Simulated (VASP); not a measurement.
# SiB5 (P-3m1) in VASP: notebook

The runs below take SiB5 through single point, with PBE.

Program: VASP 6.6.1. These are calculated values, not measurements. Logs are shortened: lines on timing, memory, paths and dates and some standing lists are left out, and cuts for length are marked.

## Step 1: The cell of the first run

The structure is trigonal, space group P-3m1 (No. 164). The conventional cell has a = 4.440 Å, b = 4.440 Å, c = 3.730 Å, α = 90.00°, β = 90.00°, γ = 120.00°. Si (site symmetry -3m) has 12 B at 2.22 to 2.77 Å within 2.9 Å. B (site symmetry 3m) has 3 B at 1.66 Å within 2.2 Å. B (site symmetry 2/m) has 2 B at 1.66 Å within 2.2 Å.

## Step 2: Single point, PBE

Input file INCAR:

```
  ALGO = Normal
  EDIFF = 1E-6
  ENCUT = 500
  GGA = PE
  GGA_COMPAT = F
  ISIF = 2
  ISMEAR = 0
  LASPH = T
  LCHARG = F
  LREAL = F
  LWAVE = F
  NBANDS = 18
  NELM = 120
  PREC = Accurate
  SIGMA = 0.2
```

Input file KPOINTS:

```
k-points
0
Gamma
  5 5 3
```

Input file POSCAR:

```
SiB5
1.0
    4.4395747746      0.0000000036      0.0000000000
   -2.2197873904      3.8447845351      0.0000000000
    0.0000000000      0.0000000000      3.7304302994
Si B
1 5
Direct
    0.0000000000      0.0000000000      0.0000000000
    0.3333333333      0.6666666667      0.7173582059
    0.6666666667      0.3333333333      0.2826417941
    0.5000000000      0.0000000000      0.0000000000
    0.0000000000      0.5000000000      0.0000000000
    0.5000000000      0.5000000000      0.0000000000
```

Potentials or basis: VASP PAW PBE potentials, release 64 (Si, B).

Started as:

```bash
cat potpaw_PBE.64/Si/POTCAR potpaw_PBE.64/B/POTCAR > POTCAR
mpirun -np 1 vasp_std > vasp.out
```

OUTCAR:

```text
EDIFF = 1E-6
   ENCUT = 500
   GGA = PE
   ISIF = 2
   ISMEAR = 0
   LASPH = T
   LREAL = F
   NELM = 120
   PREC = Accurate

 ion  position               nearest neighbor table
   1  0.000  0.000  0.000-   4 2.22   4 2.22   5 2.22   5 2.22   6 2.22   6 2.22
   2  0.333  0.667  0.717-   5 1.66   4 1.66   6 1.66
   3  0.667  0.333  0.283-   5 1.66   4 1.66   6 1.66
   4  0.500  0.000  0.000-   2 1.66   3 1.66   1 2.22   1 2.22
   5  0.000  0.500  0.000-   2 1.66   3 1.66   1 2.22   1 2.22
   6  0.500  0.500  0.000-   2 1.66   3 1.66   1 2.22   1 2.22

  LATTYP: Found a hexagonal cell.
 ALAT       =     4.4395747746
 C/A-ratio  =     0.8402674780

  Lattice vectors:

 A1 = (   4.4395747746,   0.0000000036,   0.0000000000)
 A2 = (  -2.2197873904,   3.8447845351,   0.0000000000)
 A3 = (   0.0000000000,   0.0000000000,   3.7304302994)

Analysis of symmetry for initial positions (statically):
=====================================================================
 Subroutine PRICEL returns:
 Original cell was already a primitive cell.

 Routine SETGRP: Setting up the symmetry group for a
 hexagonal supercell.

 Subroutine GETGRP returns: Found 12 space group operations
 (whereof 12 operations were pure point group operations)
 out of a pool of 24 trial point group operations.

The static configuration has the point symmetry D_3d.

Analysis of symmetry for dynamics (positions and initial velocities):
=====================================================================
 Subroutine PRICEL returns:
 Original cell was already a primitive cell.

 Routine SETGRP: Setting up the symmetry group for a
 hexagonal supercell.

 Subroutine GETGRP returns: Found 12 space group operations
 (whereof 12 operations were pure point group operations)
 out of a pool of 24 trial point group operations.

The dynamic configuration has the point symmetry D_3d.

 Subroutine INISYM returns: Found 12 space group operations
 (whereof 12 operations are pure point group operations),
 and found     1 'primitive' translations

----------------------------------------------------------------------------------------

                                     Primitive cell

  volume of cell :      63.6755

  direct lattice vectors                    reciprocal lattice vectors
     4.439574775  0.000000004  0.000000000     0.225246797  0.130046299  0.000000000
    -2.219787390  3.844784535  0.000000000    -0.000000000  0.260092598  0.000000000
     0.000000000  0.000000000  3.730430299     0.000000000  0.000000000  0.268065590

  length of vectors
     4.439574775  4.439574775  3.730430299     0.260092598  0.260092598  0.268065590

  position of ions in fractional coordinates (direct lattice)
     0.000000000  0.000000000  0.000000000
     0.333333333  0.666666667  0.717358206
     0.666666667  0.333333333  0.282641794
     0.500000000  0.000000000  0.000000000
     1.000000000  0.500000000  0.000000000
     0.500000000  0.500000000  0.000000000

  ion indices of the primitive-cell ions
   primitive index   ion index
                 1           1
                 2           2
                 3           3
                 4           4
                 5           5
                 6           6

----------------------------------------------------------------------------------------

 KPOINTS: k-points

Automatic generation of k-mesh.
 Grid dimensions read from file:
 generate k-points for:    5    5    3

 Generating k-lattice:

  Cartesian coordinates                     Fractional coordinates (reciprocal lattice)
     0.045049359  0.026009260  0.000000000     0.200000000 -0.000000000  0.000000000
    -0.000000000  0.052018520  0.000000000     0.000000000  0.200000000  0.000000000
     0.000000000  0.000000000  0.089355197     0.000000000  0.000000000  0.333333333

  Length of vectors
     0.052018520  0.052018520  0.089355197

  Shift w.r.t. Gamma in fractional coordinates (k-lattice)
     0.000000000  0.000000000  0.000000000

 Subroutine IBZKPT returns following result:
 ===========================================

 Found     12 irreducible k-points:

 Following reciprocal coordinates:
            Coordinates               Weight
  0.000000  0.000000  0.000000      1.000000
  0.200000  0.000000  0.000000      6.000000
  0.400000 -0.000000  0.000000      6.000000
  0.200000  0.200000  0.000000      6.000000
  0.400000  0.200000  0.000000      6.000000
  0.000000  0.000000  0.333333      2.000000
  0.200000  0.000000  0.333333      6.000000
  0.000000  0.200000  0.333333      6.000000
  0.400000 -0.000000  0.333333      6.000000
  0.000000  0.400000  0.333333      6.000000
  0.200000  0.200000  0.333333     12.000000
  0.400000  0.200000  0.333333     12.000000
   k-points           NKPTS =     12   k-points in BZ     NKDIM =     12   number of bands    NBANDS=     18
   number of dos      NEDOS =    301   number of ions     NIONS =      6
   total plane-waves  NPLWV =  28672
   dimension x,y,z NGX =    32 NGY =   32 NGZ =   28
   dimension x,y,z NGXF=    64 NGYF=   64 NGZF=   56
   ions per type =               1   5
   NGX,Y,Z   is equivalent  to a cutoff of  11.98, 11.98, 12.48 a.u.
   NGXF,Y,Z  is equivalent  to a cutoff of  23.97, 23.97, 24.96 a.u.
 SYSTEM =  unknown system
   PREC   = accura    normal or accurate (medium, high low for compatibility)
   ISTART =      0    job   : 0-new  1-cont  2-samecut
   ICHARG =      2    charge: 1-file 2-atom 10-const
   ISPIN  =      1    spin polarized calculation?
   LNONCOLLINEAR =      F non collinear calculations
   LSORBIT =      F    spin-orbit coupling
   LASPH  =      T    aspherical Exc in radial PAW
   ENCUT  =  500.0 eV  36.75 Ry    6.06 a.u.   8.09  8.09  6.80*2*pi/ulx,y,z
   NELM   =    120;   NELMIN=  2; NELMDL= -5     # of ELM steps
   EDIFF  = 0.1E-05   stopping-criterion for ELM
   LREAL  =      F    real-space projection
   EDIFFG = 0.1E-04   stopping-criterion for IOM
   NSW    =      0    number of steps for IOM
   IBRION =     -1    ionic relax: 0-MD 1-quasi-New 2-CG
   NFREE  =      0    steps in history (QN), initial steepest desc. (CG)
   ISIF   =      2    stress and relaxation
   ISYM   =      2    0-nonsym 1-usesym 2-fastsym
   POTIM  = 0.5000    time-step for ionic-motion
   TEBEG  =    0.0;   TEEND  =   0.0 temperature during run
   PSTRESS=    0.0 pullay stress
   NELECT =      19.0000    total number of electrons
   NUPDOWN=      -1.0000    fix difference up-down
   EMIN   =  10.00;   EMAX   =-10.00  energy-range for DOS
   EFERMI =   0.00;   METHOD = LEGACY
   ISMEAR =     0;   SIGMA  =   0.20  broadening in eV -4-tet -1-fermi 0-gaus
   EFERMI_NEDOS =   21; number of points for ismear=-14 and -15
   IALGO  =     38    algorithm
   IMIX   =      4    mixing-type and parameters
     AMIX     =   0.40;   BMIX     =  1.00
     AMIX_MAG =   1.60;   BMIX_MAG =  1.00
  volume/ion in A,a.u.               =      10.61        71.62
  Fermi-wavevector in a.u.,A,eV,Ry     =   1.093961  2.067287 16.282788  1.196751
  Thomas-Fermi vector in A             =   2.230257
   LORBIT       =      0    0 simple, 1 ext, 2 COOP (PROOUT), +10 PAW based schemes
   GGA     = PE    functional components
   LHFCALC =     F    Hartree Fock is set to
   AEXX    =    0.0000 exact exchange contribution
   IVDW    =     0    specifies the selected vdW correction
   LEPSILON=     F    determine dielectric tensor
   LRPA    =     F    only Hartree local field effects (RPA)
 non-spin polarized calculation
 Gauss-broadening in eV      SIGMA  =   0.20
  energy-cutoff  :      500.00
  volume of cell :       63.68
 maximum number of plane-waves:      1639
   NGX = 17   NGY = 17   NGZ = 13

 number of electron      19.0000001 magnetization

 Free energy of the ion-electron system (eV)
  ---------------------------------------------------
  ext. energy  EPLUGINS =         0.00000000
  ---------------------------------------------------
  free energy    TOTEN  =       -30.65609990 eV

  energy without entropy =      -30.59948983  energy(sigma->0) =      -30.62779486

 E-fermi :   5.0920     XC(G=0): -10.4766

 val. band max:        5.0653609216   @ k =   0.2000   0.0000   0.0000
 cond. band min:       5.1042957433   @ k =   0.0000   0.0000   0.0000
 fundamental gap:      0.0389348218
 Fermi energy:         5.0919945980

 k-point     1 :       0.0000    0.0000    0.0000
  band No.  band energies     occupation
      1      -9.3127      2.00000
      2      -4.2678      2.00000
      3      -1.3107      2.00000
      4      -1.3107      2.00000
      5      -0.4184      2.00000
      6      -0.4184      2.00000
[... 10 lines left out ...]
     17      12.5807      0.00000
     18      12.7821      0.00000

 k-point     2 :       0.2000    0.0000    0.0000
  band No.  band energies     occupation
      1      -8.9919      2.00000
      2      -4.8959      2.00000
      3      -2.9044      2.00000
      4      -2.1248      2.00000
      5       0.2503      2.00000
      6       0.8708      2.00000
[... 10 lines left out ...]
     17      12.3415      0.00000
     18      12.7953      0.00000

 k-point     3 :       0.4000   -0.0000    0.0000
  band No.  band energies     occupation
      1      -8.0557      2.00000
      2      -6.4951      2.00000
      3      -3.7200      2.00000
      4      -2.7061      2.00000
      5       1.1572      2.00000
      6       2.4509      2.00000
[... 10 lines left out ...]
     17      11.7272      0.00000
     18      12.4549      0.00000

 k-point     4 :       0.2000    0.2000    0.0000
  band No.  band energies     occupation
      1      -8.3608      2.00000
      2      -5.7443      2.00000
      3      -4.6022      2.00000
      4      -1.4149      2.00000
      5       0.4148      2.00000
      6       1.7722      2.00000
[... 10 lines left out ...]
     17      11.4661      0.00000
     18      12.5561      0.00000

 k-point     5 :       0.4000    0.2000    0.0000
  band No.  band energies     occupation
      1      -7.3287      2.00000
      2      -6.9340      2.00000
      3      -5.2843      2.00000
      4      -1.1127      2.00000
      5       0.8195      2.00000
      6       2.7332      2.00000
[... 10 lines left out ...]
     17      10.8591      0.00000
     18      11.9560      0.00000

 k-point     6 :       0.0000    0.0000    0.3333
  band No.  band energies     occupation
      1      -8.8896      2.00000
      2      -4.5647      2.00000
      3      -1.1280      2.00000
      4      -1.1122      2.00000
      5      -1.1122      2.00000
      6       0.1166      2.00000
[... 10 lines left out ...]
     17      12.7125      0.00000
     18      12.7125      0.00000

 k-point     7 :       0.2000    0.0000    0.3333
  band No.  band energies     occupation
      1      -8.5752      2.00000
      2      -4.8821      2.00000
      3      -2.7921      2.00000
      4      -1.7058      2.00000
      5      -1.2571      2.00000
      6       0.8529      2.00000
[... 10 lines left out ...]
     17      11.8427      0.00000
     18      12.9874      0.00000

 k-point     8 :       0.0000    0.2000    0.3333
  band No.  band energies     occupation
      1      -8.5751      2.00000
      2      -4.8892      2.00000
      3      -2.7185      2.00000
      4      -1.8041      2.00000
      5      -1.2689      2.00000
      6       1.0285      2.00000
[... 10 lines left out ...]
     17      12.0229      0.00000
     18      12.8418      0.00000

 k-point     9 :       0.4000   -0.0000    0.3333
  band No.  band energies     occupation
      1      -7.6630      2.00000
      2      -6.1691      2.00000
      3      -3.6409      2.00000
      4      -2.2709      2.00000
      5      -0.8105      2.00000
      6       0.5832      2.00000
[... 10 lines left out ...]
     17      11.7845      0.00000
     18      12.9683      0.00000

 k-point    10 :       0.0000    0.4000    0.3333
  band No.  band energies     occupation
      1      -7.6621      2.00000
      2      -6.1744      2.00000
      3      -3.6125      2.00000
      4      -2.3032      2.00000
      5      -0.7698      2.00000
      6       0.3816      2.00000
[... 10 lines left out ...]
     17      12.4852      0.00000
     18      13.0143      0.00000

 k-point    11 :       0.2000    0.2000    0.3333
  band No.  band energies     occupation
      1      -7.9588      2.00000
      2      -5.5262      2.00000
      3      -4.2317      2.00000
      4      -1.8694      2.00000
      5      -0.0706      2.00000
      6       0.2950      2.00000
[... 10 lines left out ...]
     17      12.1953      0.00000
     18      12.7393      0.00000

 k-point    12 :       0.4000    0.2000    0.3333
  band No.  band energies     occupation
      1      -6.9675      2.00000
      2      -6.5793      2.00000
      3      -4.9344      2.00000
      4      -1.3824      2.00000
      5      -0.3780      2.00000
      6       0.7589      2.00000
[... 10 lines left out ...]
     17      11.6705      0.00000
     18      12.0626      0.00000

------------------------ aborting loop because EDIFF is reached ----------------------------------------

  FORCE on cell =-STRESS in cart. coord.  units (eV):
  Direction    XX          YY          ZZ          XY          YZ          ZX
  --------------------------------------------------------------------------------------
  -------------------------------------------------------------------------------------
  Total        0.0915775      0.0915775      0.0531074      0.0000000      0.0000000     -0.0000000
  in kB        2.3042373      2.3042373      1.3362671      0.0000000      0.0000000     -0.0000000
  external PRESSURE =       1.9815805 kB  Pullay stress =       0.0000000 kB

 VOLUME and BASIS-vectors are now :
 -----------------------------------------------------------------------------
  energy-cutoff  :      500.00
  volume of cell :       63.68
      direct lattice vectors                 reciprocal lattice vectors
     4.439574775  0.000000004  0.000000000     0.225246797  0.130046299  0.000000000
    -2.219787390  3.844784535  0.000000000    -0.000000000  0.260092598  0.000000000
     0.000000000  0.000000000  3.730430299     0.000000000  0.000000000  0.268065590

 POSITION                                       TOTAL-FORCE (eV/Angst)
 -----------------------------------------------------------------------------------
      0.00000      0.00000      0.00000        -0.000000     -0.000000      0.000000
     -0.00000      2.56319      2.67605        -0.000000      0.000000      0.048368
      2.21979      1.28159      1.05438         0.000000     -0.000000     -0.048368
      2.21979      0.00000      0.00000        -0.000000     -0.000000      0.000000
     -1.10989      1.92239      0.00000        -0.000000     -0.000000      0.000000
      1.10989      1.92239      0.00000        -0.000000     -0.000000      0.000000
 -----------------------------------------------------------------------------------
    total drift:                                0.000000      0.000000     -0.000000

  FREE ENERGIE OF THE ION-ELECTRON SYSTEM (eV)
  ---------------------------------------------------
  free  energy   TOTEN  =       -30.6560998962 eV

  energy  without entropy=      -30.5994898313  energy(sigma->0) =      -30.62779486
```

Wall time 6.2 s (1 thread of Intel Xeon 6975P-C (Granite Rapids), shared host); peak memory 0.16 GiB.

What came out:

```yaml
Free_energy: -30.6561 eV
Pressure: 0.2 GPa
Largest_force: 0.048 eV/Å
```

Forces in eV/Å, atoms in the order of the input:
```
Si   0.000  0.000  0.000
B    0.000  0.000  0.048
B    0.000  0.000 -0.048
B    0.000  0.000  0.000
B    0.000  0.000  0.000
B    0.000  0.000  0.000
```

Caveat: the k points lie up to 0.56 Å⁻¹ apart.

## Step 3: Single point, PBE

This run uses another cell than the first one, of 8.65 Å³/atom, 0.815 times its volume.

Input file INCAR:

```
SYSTEM = SiB5
PREC     = Accurate       ! precision mode
ENCUT    = 500            ! plane-wave cutoff, eV
EDIFF    = 1E-6           ! SCF threshold, eV
ISMEAR   = 0              ! smearing method
SIGMA    = 0.2            ! smearing width, eV
LREAL    = .FALSE.        ! projectors in reciprocal space
LASPH    = .TRUE.         ! aspherical terms in the spheres
NELM     = 120            ! most SCF steps
ALGO     = Normal         ! electronic algorithm
ISIF     = 2              ! what is computed and relaxed
LWAVE    = .FALSE.        ! write WAVECAR
LCHARG   = .FALSE.        ! write CHGCAR
GGA      = PE             ! functional
NBANDS   = 18             ! bands
GGA_COMPAT= .FALSE.
```

Input file KPOINTS:

```
Automatic mesh
0
G
  6 6 3
  0 0 0
```

Input file POSCAR:

```
SiB5
1.0
    2.8828553289     -0.0000000025      0.0000000000
   -1.4414276623      2.4966259515      0.0000000000
    0.0000000000      0.0000000000      7.2076819205
Si B
1 5
Direct
    0.0000000000      0.0000000000      0.5000000000
    0.3333333333      0.6666666667      0.3094834464
    0.6666666667      0.3333333333      0.6905165536
    0.3333333333      0.6666666667      0.0761037892
    0.6666666667      0.3333333333      0.9238962108
    0.0000000000      0.0000000000      0.0000000000
```

Potentials or basis: VASP PAW PBE potentials, release 64 (Si, B).

Started as:

```bash
cat potpaw_PBE.64/Si/POTCAR potpaw_PBE.64/B/POTCAR > POTCAR
mpirun -np 1 vasp_std > vasp.out
```

Run time: 7.4 s. Hardware: 1 thread of Intel Xeon 6975P-C (Granite Rapids), shared host; peak memory 0.17 GiB.

The run converged. Its results:

```yaml
Free_energy: -35.4521 eV
Pressure: 0.0 GPa
Largest_force: 0.006 eV/Å
```

Forces on the atoms (eV/Å):
```
Si   0.000  0.000  0.000
B    0.000  0.000 -0.005
B    0.000  0.000  0.005
B    0.000  0.000 -0.006
B    0.000  0.000  0.006
B    0.000  0.000  0.000
```

Levels at points of the mesh, in eV from the Fermi level:
```csv
k point,band 5,band 6,band 7,band 8,band 9,band 10,band 11,band 12,band 13,band 14
"(0.00, 0.00, 0.00)",-5.52,-0.96,-0.96,0.36,0.36,3.67,3.95,3.95,4.22,4.22
"(0.50, 0.00, 0.00)",-6.49,-6.30,-5.45,-2.94,-1.76,-0.41,0.36,1.93,2.65,3.64
```

Caveat: the k points lie up to 0.42 Å⁻¹ apart.
